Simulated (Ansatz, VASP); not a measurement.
**Ir: VASP beside Ansatz**

```
Ir
1.0
    -0.06773    1.93518    1.93518
     1.93518   -0.06773    1.93518
     1.86745    1.86745    0.00000
Ir
1
Cartesian
  0.0000 0.0000 0.0000
```

Change from the starting cell: engineering shear strain xy -0.0700, normal strain along z +0.0000.

Alike in both runs: task single point; functional PBE; k mesh 20 × 20 × 20; occupations gaussian, width 0.15 eV; no spin polarisation.

|  | VASP | Ansatz |
| --- | --- | --- |
| version | VASP 6.6.1 | Ansatz 0.2.0 |
| potentials or method | VASP PAW PBE potentials, release 64 (Ir), cutoff 520 eV | scalar-relativistic, plane waves, PAW |
| valence electrons in the cell | 9 | 17 |

```tsv
	VASP	Ansatz	Ansatz less VASP
gap on the k mesh at the Fermi level (eV)	none	none	-
pressure (GPa)	2.9	2.3	-0.58
traceless stress, the component that is largest in VASP (GPa)	18.37	18.43	+0.052
```

A gap of «none» marks a metal or a gap that the smearing closes. VASP's potentials hold 9 valence electrons a cell and Ansatz's 17, so a difference there can come from the potentials and not from the codes.

Spin-orbit coupling is off throughout.
